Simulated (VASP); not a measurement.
# LiSm (Pm-3m) in VASP: further runs

LiSm is run at these levels: PBE; tasks: single point, relaxation of cell and atoms.

Program: VASP 6.6.1. These are calculated values, not measurements. Logs are shortened: lines on timing, memory, paths and dates and some standing lists are left out, and cuts for length are marked.

## 1. The cell of the first run

Symmetry: Pm-3m, No. 221, cubic system. The conventional cell has a = 3.574 Å, b = 3.574 Å, c = 3.574 Å, α = 90.00°, β = 90.00°, γ = 90.00°. Within 4.1 Å of Li (site symmetry m-3m) lie 8 Sm at 3.10 Å and 6 Li at 3.57 Å. Within 4.1 Å of Sm (site symmetry m-3m) lie 8 Li at 3.10 Å and 6 Sm at 3.57 Å.

The cell was built from a structure type or drawn by symmetry, and may not be a known phase.

## 2. Single point, PBE

Input file INCAR:

```
ALGO = Normal
EDIFF = 1E-6
ENCUT = 750
GGA = PE
GGA_COMPAT = False
ISIF = 2
ISMEAR = 0
LASPH = True
LCHARG = True
LELF = True
LMAXMIX = 6
LREAL = False
LVHAR = True
LWAVE = False
NBANDS = 14
NELM = 200
PREC = Accurate
SIGMA = 0.1
```

Input file KPOINTS:

```
k-points
0
Gamma
  6 6 6
```

Input file POSCAR:

```
LiSm
1.0
    3.5742999900      0.0000000000      0.0000000000
    0.0000000000      3.5742999900      0.0000000000
    0.0000000000      0.0000000000      3.5742999900
Li Sm
1 1
Direct
    0.0000000000      0.0000000000      0.0000000000
    0.5000000000      0.5000000000      0.5000000000
```

Potentials or basis: VASP PAW PBE potentials, release 64 (Li_sv, Sm_3), 4f in core.

The run is started by

```
$ cat potpaw_PBE.64/Li_sv/POTCAR potpaw_PBE.64/Sm_3/POTCAR > POTCAR
$ mpirun -np 1 vasp_std > vasp.out
```

OUTCAR:

```text
EDIFF = 1E-6
   ENCUT = 750
   GGA = PE
   ISIF = 2
   ISMEAR = 0
   LASPH = True
   LREAL = False
   NELM = 200
   PREC = Accurate

 ion  position               nearest neighbor table
   1  0.000  0.000  0.000-   2 3.10   2 3.10   2 3.10   2 3.10   2 3.10   2 3.10   2 3.10   2 3.10

   2  0.500  0.500  0.500-   1 3.10   1 3.10   1 3.10   1 3.10   1 3.10   1 3.10   1 3.10   1 3.10

  LATTYP: Found a simple cubic cell.
 ALAT       =     3.5742999900

  Lattice vectors:

 A1 = (   3.5742999900,   0.0000000000,   0.0000000000)
 A2 = (   0.0000000000,   3.5742999900,   0.0000000000)
 A3 = (   0.0000000000,   0.0000000000,   3.5742999900)

Analysis of symmetry for initial positions (statically):
=====================================================================
 Subroutine PRICEL returns:
 Original cell was already a primitive cell.

 Routine SETGRP: Setting up the symmetry group for a
 simple cubic supercell.

 Subroutine GETGRP returns: Found 48 space group operations
 (whereof 48 operations were pure point group operations)
 out of a pool of 48 trial point group operations.

The static configuration has the point symmetry O_h .

Analysis of symmetry for dynamics (positions and initial velocities):
=====================================================================
 Subroutine PRICEL returns:
 Original cell was already a primitive cell.

 Routine SETGRP: Setting up the symmetry group for a
 simple cubic supercell.

 Subroutine GETGRP returns: Found 48 space group operations
 (whereof 48 operations were pure point group operations)
 out of a pool of 48 trial point group operations.

The dynamic configuration has the point symmetry O_h .

 Subroutine INISYM returns: Found 48 space group operations
 (whereof 48 operations are pure point group operations),
 and found     1 'primitive' translations

----------------------------------------------------------------------------------------

                                     Primitive cell

  volume of cell :      45.6639

  direct lattice vectors                    reciprocal lattice vectors
     3.574299990  0.000000000  0.000000000     0.279775062  0.000000000  0.000000000
     0.000000000  3.574299990  0.000000000     0.000000000  0.279775062  0.000000000
     0.000000000  0.000000000  3.574299990     0.000000000  0.000000000  0.279775062

  length of vectors
     3.574299990  3.574299990  3.574299990     0.279775062  0.279775062  0.279775062

  position of ions in fractional coordinates (direct lattice)
     0.000000000  0.000000000  0.000000000
     0.500000000  0.500000000  0.500000000

  ion indices of the primitive-cell ions
[... 83 lines left out ...]
   EMIN   =  10.00;   EMAX   =-10.00  energy-range for DOS
   EFERMI =   0.00;   METHOD = LEGACY
   ISMEAR =     0;   SIGMA  =   0.10  broadening in eV -4-tet -1-fermi 0-gaus
   EFERMI_NEDOS =   21; number of points for ismear=-14 and -15
   IALGO  =     38    algorithm
   IMIX   =      4    mixing-type and parameters
     AMIX     =   0.40;   BMIX     =  1.00
     AMIX_MAG =   1.60;   BMIX_MAG =  1.00
  volume/ion in A,a.u.               =      22.83       154.08
  Fermi-wavevector in a.u.,A,eV,Ry     =   1.103892  2.086053 16.579748  1.218577
  Thomas-Fermi vector in A             =   2.240357
   LORBIT       =      0    0 simple, 1 ext, 2 COOP (PROOUT), +10 PAW based schemes
   GGA     = PE    functional components
   LHFCALC =     F    Hartree Fock is set to
   AEXX    =    0.0000 exact exchange contribution
   IVDW    =     0    specifies the selected vdW correction
   LEPSILON=     F    determine dielectric tensor
   LRPA    =     F    only Hartree local field effects (RPA)
 non-spin polarized calculation
 Gauss-broadening in eV      SIGMA  =   0.10
  energy-cutoff  :      750.00
  volume of cell :       45.66
 maximum number of plane-waves:      2176
 NGX is ok and might be reduce to    32
   NGX = 15   NGY = 15   NGZ = 15

 number of electron      13.9999994 magnetization

 Free energy of the ion-electron system (eV)
  ---------------------------------------------------
  ext. energy  EPLUGINS =         0.00000000
  ---------------------------------------------------
  free energy    TOTEN  =        -6.12200016 eV

  energy without entropy =       -6.10593414  energy(sigma->0) =       -6.11396715

 E-fermi :   2.8401     XC(G=0):  -9.4237

 val. band max:        2.8394767612   @ k =   0.5000   0.0000   0.0000
 cond. band min:       2.8510788698   @ k =   0.5000   0.5000   0.0000
 fundamental gap:      0.0116021086
 Fermi energy:         2.8401384189

 k-point     1 :       0.0000    0.0000    0.0000
  band No.  band energies     occupation
      1     -42.6668      2.00000
      2     -38.1617      2.00000
      3     -17.3471      2.00000
      4     -17.3471      2.00000
      5     -17.3471      2.00000
      6      -1.3713      2.00000
      7       2.3605      2.00000
      8       2.3605      2.00000
      9       7.5578      0.00000
     10       7.5578      0.00000
     11       7.5578      0.00000
     12       8.8793      0.00000
     13       8.8793      0.00000
     14       8.8793      0.00000
[... 309 lines left out ...]
      1     -42.6627      2.00000
      2     -38.0521      2.00000
      3     -17.7579      2.00000
      4     -17.7579      2.00000
      5     -17.7579      2.00000
      6       1.4076      2.00000
      7       1.4076      2.00000
      8       1.4076      2.00000
      9       8.5680      0.00000
     10       9.2156      0.00000
     11       9.2156      0.00000
     12       9.2156      0.00000
     13       9.4441      0.00000
     14       9.4441      0.00000

------------------------ aborting loop because EDIFF is reached ----------------------------------------

  FORCE on cell =-STRESS in cart. coord.  units (eV):
  Direction    XX          YY          ZZ          XY          YZ          ZX
  --------------------------------------------------------------------------------------
  -------------------------------------------------------------------------------------
  Total        1.6539919      1.6539919      1.6539919     -0.0000000      0.0000000      0.0000000
  in kB       58.0324590     58.0324590     58.0324590     -0.0000000      0.0000000      0.0000000
  external PRESSURE =      58.0324590 kB  Pullay stress =       0.0000000 kB

 VOLUME and BASIS-vectors are now :
 -----------------------------------------------------------------------------
  energy-cutoff  :      750.00
  volume of cell :       45.66
      direct lattice vectors                 reciprocal lattice vectors
     3.574299990  0.000000000  0.000000000     0.279775062  0.000000000  0.000000000
     0.000000000  3.574299990  0.000000000     0.000000000  0.279775062  0.000000000
     0.000000000  0.000000000  3.574299990     0.000000000  0.000000000  0.279775062

 POSITION                                       TOTAL-FORCE (eV/Angst)
 -----------------------------------------------------------------------------------
      0.00000      0.00000      0.00000         0.000000      0.000000      0.000000
      1.78715      1.78715      1.78715         0.000000      0.000000      0.000000
 -----------------------------------------------------------------------------------
    total drift:                                0.000000     -0.000000     -0.000000

  FREE ENERGIE OF THE ION-ELECTRON SYSTEM (eV)
  ---------------------------------------------------
  free  energy   TOTEN  =        -6.1220001619 eV

  energy  without entropy=       -6.1059341357  energy(sigma->0) =       -6.11396715
```

It took 7 s on 1 thread of Intel Xeon 6975P-C (Granite Rapids), shared host; peak memory 0.19 GiB.

What came out:

| Property | Result |
| --- | --- |
| Free energy | -6.1220 eV |
| Pressure | 5.8 GPa |
| Band gap on the k mesh | zero (bands 7 and 8 overlap by 1.63 eV) |

Levels at points of the mesh, in eV from the Fermi level:
```
           k point  band 4  band 5  band 6  band 7  band 8  band 9  band 10  band 11
(0.00, 0.00, 0.00)  -20.19  -20.19   -4.21   -0.48   -0.48    4.72     4.72     4.72
(0.50, 0.00, 0.00)  -20.13  -20.13   -2.51    0.00    0.28    1.85     1.85     5.04
(0.50, 0.50, 0.00)  -20.68  -20.08   -1.70    0.01    1.43    1.43     2.80     2.80
(0.50, 0.50, 0.50)  -20.60  -20.60   -1.43   -1.43   -1.43    5.73     6.38     6.38
```

Caveat: the cell stands under pressure; spin-orbit coupling is left out, which moves the levels of the heavy elements; the 4f electrons are frozen in the core, so they carry no moment and show no levels.

## 3. Single point, PBE

This run uses another cell than the first one, of 26.70 Å³/atom.

Input file INCAR:

```
SYSTEM = LiSm
PREC = Accurate ; ENCUT = 750
EDIFF = 1E-6 ; ISMEAR = 0
SIGMA = 0.1 ; LREAL = .FALSE.
LASPH = .TRUE. ; NELM = 200
ALGO = Normal ; ISIF = 2
LWAVE = .FALSE. ; LCHARG = .FALSE.
GGA = PE ; NBANDS = 14
GGA_COMPAT = .FALSE. ; LMAXMIX = 6
```

Input file KPOINTS:

```
Automatic mesh
0
G
  6 6 6
  0 0 0
```

Input file POSCAR:

```
LiSm
1.0
    3.7655186410      0.0000000000      0.0000000000
    0.0000000000      3.7655186410      0.0000000000
    0.0000000000      0.0000000000      3.7655186410
Li Sm
1 1
Direct
    0.0000000000      0.0000000000      0.0000000000
    0.5000000000      0.5000000000      0.5000000000
```

Potentials or basis: VASP PAW PBE potentials, release 64 (Li_sv, Sm_3), 4f in core.

The run is started by

```
$ cat potpaw_PBE.64/Li_sv/POTCAR potpaw_PBE.64/Sm_3/POTCAR > POTCAR
$ mpirun -np 1 vasp_std > vasp.out
```

It took 8.2 s on 1 thread of Intel Xeon 6975P-C (Granite Rapids), shared host; peak memory 0.22 GiB.

It converged, with:

* Free energy: -6.2608 eV
* Pressure: 0.3 GPa
* Band gap on the k mesh: zero (bands 7 and 8 overlap by 1.29 eV)

Levels at points of the mesh, in eV from the Fermi level:
```csv
k point,band 5,band 6,band 7,band 8,band 9,band 10
"(0.00, 0.00, 0.00)",-20.59,-4.00,-0.26,-0.26,4.03,4.03
"(0.50, 0.00, 0.00)",-20.56,-2.32,-0.32,0.36,1.72,1.72
"(0.50, 0.50, 0.00)",-20.53,-1.37,-0.03,1.16,1.16,2.49
"(0.50, 0.50, 0.50)",-20.84,-1.05,-1.05,-1.05,5.13,5.29
```

Caveat: spin-orbit coupling is left out, which moves the levels of the heavy elements; the 4f electrons are frozen in the core, so they carry no moment and show no levels. Spin polarisation is off, so any magnetic state and its effect on volume and gap are missing.

## 4. Relaxation of cell and atoms, PBE

Input file INCAR:

```
PREC = Accurate ; ENCUT = 750
EDIFF = 1E-7 ; ISMEAR = 0
SIGMA = 0.1 ; LREAL = F
LASPH = T ; NELM = 200
ALGO = Normal ; ISIF = 3
LWAVE = F ; LCHARG = F
GGA = PE ; IBRION = 2
NSW = 90 ; EDIFFG = -0.04
GGA_COMPAT = F ; NELMIN = 4
LMAXMIX = 6
```

Input file KPOINTS:

```
Automatic mesh
0
Gamma
  6 6 6
```

Input file POSCAR:

```
LiSm
1.0
    3.5742999900      0.0000000000      0.0000000000
    0.0000000000      3.5742999900      0.0000000000
    0.0000000000      0.0000000000      3.5742999900
Li Sm
1 1
Direct
    0.0000000000      0.0000000000      0.0000000000
    0.5000000000      0.5000000000      0.5000000000
```

The run is started by

```
$ cat potpaw_PBE.64/Li_sv/POTCAR potpaw_PBE.64/Sm_3/POTCAR > POTCAR
$ mpirun -np 1 vasp_std > vasp.out
```

Run time: 13 s. Hardware: 1 thread of Intel Xeon 6975P-C (Granite Rapids), shared host; peak memory 0.19 GiB.

Results (log left out):

```yaml
Free_energy: -6.2566 eV
Relaxed_volume: 27.09 Å³/atom
Relaxed_cell: a = 3.784 Å, b = 3.784 Å, c = 3.784 Å, α = 90.00°, β = 90.00°, γ = 90.00°
Space_group_after_relaxing_to_0.1_Å: Pm-3m (No. 221)
Energy_gained_by_relaxing: 67.3 meV/atom
Ionic_steps: 3
Pressure_after_relaxing: -0.2 GPa
Band_gap_on_the_k_mesh: zero (bands 7 and 8 overlap by 1.26 eV)
```

The path:
| step | energy change (eV) | largest force (eV/Å) | pressure (GPa) | volume (Å³) |
| --- | --- | --- | --- | --- |
| 1 | 0.0000 | 0.0000 | 5.82 | 45.66 |
| 2 | -0.1240 | 0.0000 | 1.43 | 51.36 |
| 3 | -0.1346 | 0.0000 | -0.15 | 54.17 |

Final structure:
```cif
data_structure
_symmetry_space_group_name_H-M 'P 1'
_symmetry_Int_Tables_number 1
_cell_length_a 3.7838
_cell_length_b 3.7838
_cell_length_c 3.7838
_cell_angle_alpha 90.000
_cell_angle_beta 90.000
_cell_angle_gamma 90.000
_cell_volume 54.17
loop_
_atom_site_label
_atom_site_type_symbol
_atom_site_fract_x
_atom_site_fract_y
_atom_site_fract_z
_atom_site_occupancy
Li1 Li 0.00000 0.00000 0.00000 1
Sm1 Sm 0.50000 0.50000 0.50000 1
```

Levels at points of the mesh, in eV from the Fermi level:
```csv
k point,band 4,band 5,band 6,band 7,band 8,band 9,band 10,band 11
"(0.00, 0.00, 0.00)",-20.63,-20.63,-3.98,-0.25,-0.25,3.96,3.96,3.96
"(0.50, 0.00, 0.00)",-20.60,-20.60,-2.31,-0.34,0.36,1.71,1.71,4.20
"(0.50, 0.50, 0.00)",-20.91,-20.58,-1.34,-0.04,1.13,1.13,2.46,2.46
"(0.50, 0.50, 0.50)",-20.87,-20.87,-1.02,-1.02,-1.02,5.08,5.19,5.19
```

Caveat: the volume moved by over 15 % at a fixed basis, so the end points are rough; spin-orbit coupling is left out, which moves the levels of the heavy elements; the 4f electrons are frozen in the core, so they carry no moment and show no levels. Spin polarisation is off, so any magnetic state and its effect on volume and gap are missing.

## 5. Overview

```csv
task,cell,gap on the mesh (eV),pressure (GPa)
single point,"a = 3.574 Å, 2 atoms",none,5.8
single point,"a = 3.766 Å, 2 atoms",none,0.3
relaxation of cell and atoms,"relaxed from a = 3.574 Å, 2 atoms",none,-0.2
```

Alike in all rows: level PBE; potentials or basis VASP PAW PBE potentials, release 64 (Li_sv, Sm_3), 4f in core; no spin polarisation; k mesh 6 × 6 × 6; cutoff (eV) 750; smearing gaussian 0.1 eV.

Caveats: spin-orbit coupling is left out, which moves the levels of the heavy elements; the 4f electrons are frozen in the core, so they carry no moment and show no levels; the cell stands under pressure (at least some runs); the volume moved by over 15 % at a fixed basis, so the end points are rough (at least some runs).

Total energies depend on the potentials used, so only differences within one code and one set of settings carry meaning.
